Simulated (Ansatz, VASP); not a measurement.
LaYO: VASP beside Ansatz

```
CELL_PARAMETERS angstrom
3.73323 0.00000 0.00000
-1.86662 3.23308 0.00000
0.00000 0.00000 7.09099
ATOMIC_POSITIONS crystal
La 0.66667 0.33333 0.00000
Y 0.00000 0.00000 0.50000
O 0.33333 0.66667 0.50000
```

Change from the starting cell: species swapped into the GdCuSi type (P-6m2, No. 187).

Alike in both runs: functional PBE; k mesh 12 × 12 × 12; occupations gaussian, width 0.1 eV; no spin polarisation.

Ansatz relaxed the structure, and its values are those at the end. VASP's run is a single point on that final structure, the one shown.

|  | VASP | Ansatz |
| --- | --- | --- |
| version | VASP 6.6.1 | Ansatz 0.2.0 |
| potentials or method | VASP PAW PBE potentials, release 64 (La, Y_sv, O), cutoff 600 eV | scalar-relativistic, plane waves, PAW |
| valence electrons in the cell | 28 | 28 |

Ansatz gave:

| Item | Value |
| --- | --- |
| gap on the k mesh at the Fermi level (eV) | none |
| pressure (GPa) | 0.0 |

Q: Which values does VASP return?

A: gap on the k mesh at the Fermi level (eV): none; pressure (GPa): -0.1.

A gap of «none» marks a metal or a gap that the smearing closes.

Spin-orbit coupling is off throughout.
